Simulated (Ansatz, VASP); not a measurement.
One calculation of BiTe, two programs

```
CELL_PARAMETERS angstrom
6.47000 0.00000 0.00000
0.00000 -6.47000 0.00000
0.00000 0.00000 -6.47000
ATOMIC_POSITIONS crystal
Bi 0.00000 0.50000 0.50000
Bi 0.50000 0.00000 0.50000
Bi 0.50000 0.50000 0.00000
Bi 0.00000 0.00000 0.00000
Te 0.50000 0.00000 0.00000
Te 0.00000 0.50000 0.00000
Te 0.00000 0.00000 0.50000
Te 0.50000 0.50000 0.50000
```

Alike in both runs: task single point; functional LDA; k mesh 8 × 8 × 8; no spin polarisation.

```csv
,VASP,Ansatz
version,VASP 6.6.1,Ansatz 0.2.0
potentials or method,"VASP PAW LDA potentials, release 64 (Bi_d, Te), cutoff 520 eV","scalar-relativistic, plane waves, PAW"
occupations,"methfessel-paxton of order 1, width 0.02 eV","cold, width 0.02 eV"
valence electrons in the cell,84,124
```

Ansatz gave:

* gap on the k mesh at the Fermi level (eV): none
* pressure (GPa): -2.9

What did VASP give for the same quantities?

gap on the k mesh at the Fermi level (eV): none; pressure (GPa): -2.8.

LDA's correlation is that of Perdew and Zunger in VASP and of Perdew and Wang (1992) in Ansatz. A gap of «none» marks a metal or a gap that the smearing closes. VASP's potentials hold 84 valence electrons a cell and Ansatz's 124, so a difference there can come from the potentials and not from the codes.

Spin-orbit coupling is off throughout. Noted on VASP's run: too few bands were computed for a metal, which touches its energy and stress.
